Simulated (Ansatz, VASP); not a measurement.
# LiF in VASP and in Ansatz

The input INCAR:

```
PREC = Accurate
ENCUT = 520
EDIFF = 1E-6
ISMEAR = 0
SIGMA = 0.05
LREAL = F
LASPH = T
NELM = 100
ALGO = Normal
ISIF = 2
LWAVE = F
LCHARG = T
GGA = PE
LELF = T
LVHAR = T
NBANDS = 12
```

KPOINTS

```
regular mesh
0
Gamma
  6 6 6
```

File POSCAR:

```
LiF
1.0
    0.0000000000      2.0140017468      2.0140017468
    2.0140017468      0.0000000000      2.0140017468
    2.0140017468      2.0140017468      0.0000000000
Li F
1 1
Direct
    0.0000000000      0.0000000000      0.0000000000
    0.5000000000      0.5000000000      0.5000000000
```

Input for Ansatz:

```yaml
crystal:
  lattice:
    - [0.0, 2.0140017468, 2.0140017468]
    - [2.0140017468, 0.0, 2.0140017468]
    - [2.0140017468, 2.0140017468, 0.0]
  atoms:
    - { symbol: Li, position: [0.0, 0.0, 0.0] }
    - { symbol: F, position: [0.5, 0.5, 0.5] }
basis:
  ecutwfc: 420
  ecutrho_ratio: 4
kpoints:
  mp_grid: { grid: [6, 6, 6] }
hamiltonian:
  xc: pbe
scf:
  occupations: { method: gaussian, width: 0.05 }
output:
  forces: true
  stress: true
  eigenvalues: true
  populations: true
  write_density: true
  write_potential: true
  elf: true
  volumetric_format: npy
```

Alike in both runs: task single point; functional PBE; k mesh 6 × 6 × 6; occupations gaussian, width 0.05 eV; no spin polarisation.

```csv
,VASP,Ansatz
version,VASP 6.6.1,Ansatz 0.2.0
potentials or method,"VASP PAW PBE potentials, release 64 (Li_sv, F), cutoff 520 eV","scalar-relativistic, plane waves, PAW"
valence electrons in the cell,10,10
```

|  | VASP | Ansatz | Ansatz less VASP |
| --- | --- | --- | --- |
| gap on the k mesh at the Fermi level (eV) | 9.09 | 9.09 | +0.002 |
| least direct gap on the mesh (eV) | 9.09 | 9.09 | +0.002 |

With one functional, cell and mesh, what is left measures potentials, basis and numerics.

The k mesh is coarse, so the values compare programs but aren't converged. Noted on VASP's run: the cutoff is short for stress, so the pressure is rough.
